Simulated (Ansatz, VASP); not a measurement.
**Two plane-wave programs on In3GaP4**

The input POSCAR:

```
In3GaP4
1.0
    4.0944716147      0.0000000000      0.0000000000
    0.0000000000      4.0989147696      5.8020774311
    0.0000000000     -4.0989147696      5.8020774311
Ga In P
1 3 4
Direct
    0.0000000000     -0.0003972313     -0.0003972313
    0.5000000000      0.0007435020      0.4994344650
    0.5000000000      0.4994344650      0.0007435020
    0.0000000000      0.4993398855      0.4993398855
    0.5000000000      0.1148846643      0.1148846643
    0.0000000000      0.1195913488      0.6414721486
    0.0000000000      0.6414721486      0.1195913488
    0.5000000000      0.6249312173      0.6249312173
```

The input INCAR.step1:

```
ALGO = Normal
EDIFF = 1E-4
ENCUT = 520
GGA = PE
ISMEAR = 0
LASPH = T
LCHARG = F
LREAL = F
LWAVE = T
NBANDS = 46
NELM = 60
PREC = Accurate
SIGMA = 0.01
```

INCAR.step2

```
ALGO = Normal
EDIFF = 1E-7
ENCUT = 520
ISIF = 2
ISMEAR = 0
ISTART = 1
LASPH = T
LCHARG = F
LMIXTAU = T
LREAL = F
LWAVE = F
METAGGA = R2SCAN
NBANDS = 46
NELM = 60
PREC = Accurate
SIGMA = 0.01
```

File KPOINTS:

```
k-points
0
Gamma
  6 4 4
```

Input for Ansatz:

```yaml
crystal:
  lattice:
    - [4.0944716147, 0.0, 0.0]
    - [0.0, 4.0989147696, 5.8020774311]
    - [0.0, -4.0989147696, 5.8020774311]
  atoms:
    - { symbol: Ga, position: [0.0, -0.0003972313, -0.0003972313] }
    - { symbol: In, position: [0.5, 0.000743502, 0.499434465] }
    - { symbol: In, position: [0.5, 0.499434465, 0.000743502] }
    - { symbol: In, position: [0.0, 0.4993398855, 0.4993398855] }
    - { symbol: P, position: [0.5, 0.1148846643, 0.1148846643] }
    - { symbol: P, position: [0.0, 0.1195913488, 0.6414721486] }
    - { symbol: P, position: [0.0, 0.6414721486, 0.1195913488] }
    - { symbol: P, position: [0.5, 0.6249312173, 0.6249312173] }
kpoints:
  mp_grid: { grid: [6, 4, 4] }
  band_path:
    path:
      - [0.0, 0.0, 0.0]
      - [0.0, 0.5, 0.5]
      - [0.0, 0.6252298366, 0.3747701634]
      - [0.0, 0.3747701634, -0.3747701634]
      - [0.5, 0.0, 0.0]
      - [0.5, 0.3747701634, -0.3747701634]
      - [0.5, 0.6252298366, 0.3747701634]
      - [0.5, 0.5, 0.5]
      - [0.0, 0.5, 0.0]
    npoints: 1
hamiltonian:
  xc: r2scan
scf:
  occupations: { method: fixed }
  n_extra_bands: 6
output:
  forces: true
  stress: true
  eigenvalues: true
```

Alike in both runs: task single point; functional r2SCAN; k mesh 6 × 4 × 4; no spin polarisation.

```csv
,VASP,Ansatz
version,VASP 6.6.1,Ansatz 0.2.0
potentials or method,"VASP PAW PBE potentials, release 64 (Ga_d, In_d, P)","plane waves, PAW"
plane-wave cutoff (eV),520,500
occupations,"gaussian, width 0.01 eV",fixed
valence electrons in the cell,72,72
```

|  | VASP | Ansatz | Ansatz less VASP |
| --- | --- | --- | --- |
| gap on the k mesh at the Fermi level (eV) | 0.96 | 0.97 | +0.008 |
| pressure (GPa) | -0.1 | 0.0 | +0.09 |
| rms of the force components (eV/Å) | 0.003 | 0.001 | -0.0021 |

VASP's potentials were made for PBE, not for r2SCAN. Atom by atom the forces differ by 0.004 eV/Å (rms over components).
